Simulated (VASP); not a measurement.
# I (C2/m) in VASP: a series of runs

The runs below take I through relaxation of cell and atoms, with PBEsol.

Everything below comes from runs of VASP 6.6.1. Logs are shortened: lines on timing, memory, paths and dates and some standing lists are left out, and cuts for length are marked.

**1. The cell of the first run**

The structure is monoclinic, space group C2/m (No. 12). Conventional cell: a = 5.077 Å, b = 7.413 Å, c = 2.880 Å, α = 90.00°, β = 124.24°, γ = 90.00°. Within 3.8 Å of I (site symmetry 2/m) lie 2 I at 2.88 Å.

**2. Relaxation of cell and atoms, PBEsol, target pressure 2 GPa, at which the enthalpy is minimised**

Contents of INCAR:

```
PREC = Accurate
ENCUT = 600
EDIFF = 1E-6
ISMEAR = -1
SIGMA = 0.05
LREAL = False
LASPH = True
NELM = 60
ALGO = Normal
ISIF = 3
LWAVE = False
LCHARG = False
GGA = PS
IBRION = 2
NSW = 60
EDIFFG = -0.01
PSTRESS = 20.0
```

Contents of KPOINTS:

```
regular mesh
0
Gamma
  7 7 11
```

Contents of POSCAR:

```
I
1.0
    2.5383465792     -3.7066249365      0.0000000000
    2.5383465792      3.7066249365      0.0000000000
   -1.6208748370      0.0000000000      2.3810977968
I
1
Direct
    0.5000000000      0.5000000000      0.5000000000
```

Potentials or basis: VASP PAW PBE potentials, release 64 (I).

Started as:

```bash
> cat potpaw_PBE.64/I/POTCAR > POTCAR
> mpirun -np 1 vasp_std > vasp.out
```

OUTCAR:

```text
PREC = Accurate
   ENCUT = 600
   EDIFF = 1E-6
   ISMEAR = -1
   LREAL = False
   LASPH = True
   NELM = 60
   ISIF = 3
   GGA = PS
   IBRION = 2
   NSW = 60
   EDIFFG = -0.01
   PSTRESS = 20.0

 ion  position               nearest neighbor table
   1  0.500  0.500  0.500-

  LATTYP: Found a base centered monoclinic cell.
 ALAT       =     5.0766931584
 B/A-ratio  =     1.4602517114
 C/A-ratio  =     0.5673826054
 COS(beta)  =    -0.5627202553

  Lattice vectors:

 A1 = (   2.5383465792,  -3.7066249365,   0.0000000000)
 A2 = (   2.5383465792,   3.7066249365,   0.0000000000)
 A3 = (  -1.6208748370,   0.0000000000,   2.3810977968)

Analysis of symmetry for initial positions (statically):
=====================================================================
 Subroutine PRICEL returns:
 Original cell was already a primitive cell.

 Routine SETGRP: Setting up the symmetry group for a
 base centered monoclinic supercell.

 Subroutine GETGRP returns: Found  4 space group operations
 (whereof  4 operations were pure point group operations)
 out of a pool of  4 trial point group operations.

The static configuration has the point symmetry C_2h.

Analysis of symmetry for dynamics (positions and initial velocities):
=====================================================================
 Subroutine PRICEL returns:
 Original cell was already a primitive cell.

 Routine SETGRP: Setting up the symmetry group for a
 base centered monoclinic supercell.

 Subroutine GETGRP returns: Found  4 space group operations
 (whereof  4 operations were pure point group operations)
 out of a pool of  4 trial point group operations.

The dynamic configuration has the point symmetry C_2h.

 Subroutine INISYM returns: Found  4 space group operations
 (whereof  4 operations are pure point group operations),
 and found     1 'primitive' translations

----------------------------------------------------------------------------------------

                                     Primitive cell

  volume of cell :      44.8061

  direct lattice vectors                    reciprocal lattice vectors
     2.538346579 -3.706624936  0.000000000     0.196978618 -0.134893605  0.134088438
     2.538346579  3.706624936  0.000000000     0.196978618  0.134893605  0.134088438
    -1.620874837  0.000000000  2.381097797     0.000000000  0.000000000  0.419974350

  length of vectors
     4.492468339  4.492468339  2.880427391     0.273818498  0.273818498  0.419974350

  position of ions in fractional coordinates (direct lattice)
     0.500000000  0.500000000  0.500000000

  ion indices of the primitive-cell ions
   primitive index   ion index
                 1           1

----------------------------------------------------------------------------------------

 KPOINTS: regular mesh

Automatic generation of k-mesh.
 Grid dimensions read from file:
 generate k-points for:    7    7   11

 Generating k-lattice:

  Cartesian coordinates                     Fractional coordinates (reciprocal lattice)
     0.028139803 -0.019270515  0.019155491     0.142857143 -0.000000000  0.000000000
     0.028139803  0.019270515  0.019155491    -0.000000000  0.142857143  0.000000000
     0.000000000  0.000000000  0.038179486     0.000000000  0.000000000  0.090909091

  Length of vectors
     0.039116928  0.039116928  0.038179486

  Shift w.r.t. Gamma in fractional coordinates (k-lattice)
     0.000000000  0.000000000  0.000000000

 Subroutine IBZKPT returns following result:
 ===========================================

 Found    156 irreducible k-points:

 Following reciprocal coordinates:
            Coordinates               Weight
  0.000000  0.000000  0.000000      1.000000
  0.142857  0.000000  0.000000      4.000000
  0.285714 -0.000000  0.000000      4.000000
  0.428571  0.000000  0.000000      4.000000
  0.142857  0.142857  0.000000      2.000000
  0.285714  0.142857 -0.000000      4.000000
[... 16 lines left out ...]
 -0.142857  0.000000  0.090909      4.000000
  0.142857  0.142857  0.090909      2.000000
 [... further k-points ...]
   k-points           NKPTS =    156   k-points in BZ     NKDIM =    156   number of bands    NBANDS=      7
   number of dos      NEDOS =    301   number of ions     NIONS =      1
   total plane-waves  NPLWV =  31104
   dimension x,y,z NGX =    36 NGY =   36 NGZ =   24
   dimension x,y,z NGXF=    72 NGYF=   72 NGZF=   48
   ions per type =               1
   NGX,Y,Z   is equivalent  to a cutoff of  13.32, 13.32, 13.85 a.u.
   NGXF,Y,Z  is equivalent  to a cutoff of  26.64, 26.64, 27.70 a.u.
 SYSTEM =  unknown system
   PREC   = accura    normal or accurate (medium, high low for compatibility)
   ISTART =      0    job   : 0-new  1-cont  2-samecut
   ICHARG =      2    charge: 1-file 2-atom 10-const
   ISPIN  =      1    spin polarized calculation?
   LNONCOLLINEAR =      F non collinear calculations
   LSORBIT =      F    spin-orbit coupling
   LASPH  =      T    aspherical Exc in radial PAW
   ENCUT  =  600.0 eV  44.10 Ry    6.64 a.u.   8.97  8.97  5.75*2*pi/ulx,y,z
   NELM   =     60;   NELMIN=  2; NELMDL= -5     # of ELM steps
   EDIFF  = 0.1E-05   stopping-criterion for ELM
   LREAL  =      F    real-space projection
   EDIFFG = -.1E-01   stopping-criterion for IOM
   NSW    =     60    number of steps for IOM
   IBRION =      2    ionic relax: 0-MD 1-quasi-New 2-CG
   NFREE  =      1    steps in history (QN), initial steepest desc. (CG)
   ISIF   =      3    stress and relaxation
   ISYM   =      2    0-nonsym 1-usesym 2-fastsym
   POTIM  = 0.5000    time-step for ionic-motion
   TEBEG  =    0.0;   TEEND  =   0.0 temperature during run
   PSTRESS=   20.0 pullay stress
   NELECT =       7.0000    total number of electrons
   NUPDOWN=      -1.0000    fix difference up-down
   EMIN   =  10.00;   EMAX   =-10.00  energy-range for DOS
   EFERMI =   0.00;   METHOD = LEGACY
   ISMEAR =    -1;   SIGMA  =   0.05  broadening in eV -4-tet -1-fermi 0-gaus
   EFERMI_NEDOS =   21; number of points for ismear=-14 and -15
   IALGO  =     38    algorithm
   IMIX   =      4    mixing-type and parameters
     AMIX     =   0.40;   BMIX     =  1.00
     AMIX_MAG =   1.60;   BMIX_MAG =  1.00
  volume/ion in A,a.u.               =      44.81       302.37
  Fermi-wavevector in a.u.,A,eV,Ry     =   0.881716  1.666201 10.577477  0.777423
  Thomas-Fermi vector in A             =   2.002249
   LORBIT       =      0    0 simple, 1 ext, 2 COOP (PROOUT), +10 PAW based schemes
   GGA     = PS    functional components
   LHFCALC =     F    Hartree Fock is set to
   AEXX    =    0.0000 exact exchange contribution
   IVDW    =     0    specifies the selected vdW correction
   LEPSILON=     F    determine dielectric tensor
   LRPA    =     F    only Hartree local field effects (RPA)
 conjugate gradient relaxation of ions
 non-spin polarized calculation
  energy-cutoff  :      600.00
  volume of cell :       44.81
 maximum number of plane-waves:      1517
   NGX = 17   NGY = 17   NGZ = 11

--------------------------------------- Ionic step        1  -------------------------------------------

 number of electron       7.0000000 magnetization

 Free energy of the ion-electron system (eV)
  ---------------------------------------------------
  ext. energy  EPLUGINS =         0.00000000
  ---------------------------------------------------
  free energy    TOTEN  =        -1.62155295 eV

  energy without entropy =       -1.61575027  energy(sigma->0) =       -1.61865161

------------------------ aborting loop because EDIFF is reached ----------------------------------------

  FORCE on cell =-STRESS in cart. coord.  units (eV):
  Direction    XX          YY          ZZ          XY          YZ          ZX
  --------------------------------------------------------------------------------------
  -------------------------------------------------------------------------------------
  Total       -0.1402422     -0.0679533     -0.1287668      0.0000000      0.0000000     -0.0419937
  in kB       -5.0147870     -2.4298787     -4.6044481      0.0000000      0.0000000     -1.5016130
  external PRESSURE =     -24.0163712 kB  Pullay stress =      20.0000000 kB
[... 90 lines left out ...]
  FREE ENERGIE OF THE ION-ELECTRON SYSTEM (eV)
  ---------------------------------------------------
  free  energy   TOTEN  =        -1.6045948465 eV

  energy  without entropy=       -1.6012635665  energy(sigma->0) =       -1.60292921

  enthalpy is  TOTEN    =        -1.0954510930 eV   P V=        0.5091437535

 E-fermi :   3.5112     XC(G=0):  -8.5685

 val. band max:        3.5099500278   @ k =   0.4286   0.2857   0.1818
 cond. band min:       3.5121123064   @ k =  -0.1429  -0.2857   0.3636
 fundamental gap:      0.0021622785
 Fermi energy:         3.5111962709

 k-point     1 :       0.0000    0.0000    0.0000
  band No.  band energies     occupation
      1     -10.7618      2.00000
      2       1.8471      2.00000
      3       1.9213      2.00000
      4       7.5703      0.00000
      5       7.8677      0.00000
      6      11.1301      0.00000
      7      11.6003      0.00000
[... 221 lines left out ...]
 k-point    24 :       0.1429    0.1429    0.0909
  band No.  band energies     occupation
      1     -10.2781      2.00000
      2      -0.0891      2.00000
      3       1.2499      2.00000
      4       6.5247      0.00000
      5       9.9506      0.00000
      6      10.3680      0.00000
      7      15.0535      0.00000

 [... further k-points ...]

 E-fermi :   9.3827     XC(G=0): -10.7566

 val. band max:        9.3695182927   @ k =   0.0000   0.0000   0.1818
 cond. band min:       9.3847094769   @ k =  -0.2857  -0.2857   0.1818
 fundamental gap:      0.0151911841
 Fermi energy:         9.3826552418

 k-point     1 :       0.0000    0.0000    0.0000
  band No.  band energies     occupation
      1      -7.0611      2.00000
      2       9.7501      0.00128
      3      10.8235      0.00000
      4      12.1052      0.00000
      5      16.6920      0.00000
      6      17.6082      0.00000
      7      19.8656      0.00000
[... 221 lines left out ...]
 k-point    24 :       0.1429    0.1429    0.0909
  band No.  band energies     occupation
      1      -5.1499      2.00000
      2       4.1447      2.00000
      3       7.4405      2.00000
      4      11.5973      0.00000
      5      16.4553      0.00000
      6      18.3163      0.00000
      7      20.2109      0.00000

 [... further k-points ...]

[... ionic steps 4 to 23 ...]

--------------------------------------- Ionic step       24  -------------------------------------------

 number of electron       7.0000000 magnetization

------------------------ aborting loop because EDIFF is reached ----------------------------------------

  FORCE on cell =-STRESS in cart. coord.  units (eV):
  Direction    XX          YY          ZZ          XY          YZ          ZX
  --------------------------------------------------------------------------------------
  -------------------------------------------------------------------------------------
  Total        0.4185518      0.4237733      0.4322922      0.0000000      0.0000000      0.0032874
  in kB       19.8244928     20.0718041     20.4753002      0.0000000      0.0000000      0.1557067
  external PRESSURE =       0.1238657 kB  Pullay stress =      20.0000000 kB
[... 59 lines left out ...]
  enthalpy is  TOTEN    =        -1.2465686206 eV   P V=        0.4222518614

--------------------------------------- Ionic step       26  -------------------------------------------

 number of electron       7.0000000 magnetization

 Free energy of the ion-electron system (eV)
  ---------------------------------------------------
  ext. energy  EPLUGINS =         0.00000000
  ---------------------------------------------------
  free energy    TOTEN  =        -1.66880979 eV

  energy without entropy =       -1.66568613  energy(sigma->0) =       -1.66724796

 E-fermi :   5.2160     XC(G=0):  -9.3241

 val. band max:        5.1788619235   @ k =  -0.1429  -0.1429   0.4545
 cond. band min:       5.2849209026   @ k =  -0.1429   0.1429   0.0909
 fundamental gap:      0.1060589791
 Fermi energy:         5.2160164600

 k-point     1 :       0.0000    0.0000    0.0000
  band No.  band energies     occupation
      1      -9.2601      2.00000
      2       3.9935      2.00000
      3       6.1062      0.00000
      4       6.9907      0.00000
      5      10.3879      0.00000
      6      12.8341      0.00000
      7      14.1717      0.00000
[... 221 lines left out ...]
 k-point    24 :       0.1429    0.1429    0.0909
  band No.  band energies     occupation
      1      -7.9035      2.00000
      2       0.6302      2.00000
      3       3.7922      2.00000
      4       6.7711      0.00000
      5      11.2531      0.00000
      6      12.4910      0.00000
      7      15.7589      0.00000

 [... further k-points ...]

------------------------ aborting loop because EDIFF is reached ----------------------------------------

  FORCE on cell =-STRESS in cart. coord.  units (eV):
  Direction    XX          YY          ZZ          XY          YZ          ZX
  --------------------------------------------------------------------------------------
  -------------------------------------------------------------------------------------
  Total        0.4175177      0.4234881      0.4318715      0.0000000      0.0000000      0.0036252
  in kB       19.7762755     20.0590704     20.4561621      0.0000000      0.0000000      0.1717134
  external PRESSURE =       0.0971693 kB  Pullay stress =      20.0000000 kB
[... 16 lines left out ...]
  FREE ENERGIE OF THE ION-ELECTRON SYSTEM (eV)
  ---------------------------------------------------
  free  energy   TOTEN  =        -1.6688097901 eV

  energy  without entropy=       -1.6656861272  energy(sigma->0) =       -1.66724796

  enthalpy is  TOTEN    =        -1.2465687608 eV   P V=        0.4222410293

 reached required accuracy - stopping structural energy minimisation
```

Wall time 17 min (1 thread of AMD EPYC 7R13, shared host); peak memory 0.21 GiB.

Results:

```
Free energy                                                : -1.6688 eV
Relaxed volume                                             : 33.83 Å³/atom
Relaxed cell                                               : a = 4.095 Å, b = 4.095 Å, c = 3.076 Å, α = 112.40°, β = 112.40°, γ = 113.78°
Space group after relaxing (to 0.1 Å)                      : Immm (No. 71)
Energy change on relaxing (the run minimises the enthalpy) : -47.3 meV/atom
Ionic steps                                                : 26
Pressure after relaxing                                    : 2.0 GPa
Band gap on the k mesh                                     : zero (an odd number of electrons rules out a gap without spin polarisation)
```

Step by step:
```tsv
step	energy change (eV)	largest force (eV/Å)	pressure (GPa)	volume (Å³)
1	0.0000	0.0000	-0.40	44.81
2	0.0195	0.0000	2.23	40.59
3	0.0170	0.0000	2.08	40.79
4	0.0116	0.0000	2.16	39.10
5	0.0178	0.0000	3.43	34.19
6	0.4124	0.0000	19.34	25.17
7	0.0240	0.0000	3.84	33.41
8	-0.0036	0.0000	1.39	34.37
9	-0.0030	0.0000	1.52	34.32
10	-0.0066	0.0000	1.60	34.17
11	-0.0174	0.0000	2.04	33.70
12	-0.0175	0.0000	4.50	32.59
13	-0.0244	0.0000	3.13	33.09
14	-0.0237	0.0000	3.64	32.89
15	-0.0265	0.0000	3.63	32.93
16	-0.0307	0.0000	3.65	33.03
17	-0.0306	0.0000	3.63	33.00
18	-0.0345	0.0000	3.32	33.15
19	-0.0439	0.0000	2.44	33.59
20	-0.0520	0.0000	0.90	34.49
21	-0.0475	0.0000	1.98	33.85
22	-0.0473	0.0000	2.01	33.83
23	-0.0473	0.0000	2.00	33.83
24	-0.0473	0.0000	2.01	33.83
25	-0.0473	0.0000	2.01	33.83
26	-0.0473	0.0000	2.01	33.83
```

Final structure:
```yaml
crystal:
  lattice:
    - [2.20686, -3.43036, -0.36754]
    - [2.20686, 3.43036, -0.36754]
    - [-1.75503, 0.00000, 2.52636]
  atoms:
    - { symbol: I, position: [0.50000, 0.50000, 0.50000] }
```

Caveat: the cell is relaxed towards a set pressure, so the run minimises the enthalpy, not the energy; the volume moved by over 15 % at a fixed basis, so the end points are rough; the PAW data sets were made with another functional, which shifts forces and pressure a little; spin-orbit coupling is left out, which moves the levels of the heavy elements; an odd number of electrons without spin polarisation forces a metal; a magnetic or distorted state may lie lower.

(Part 1 of 3 ends here.)
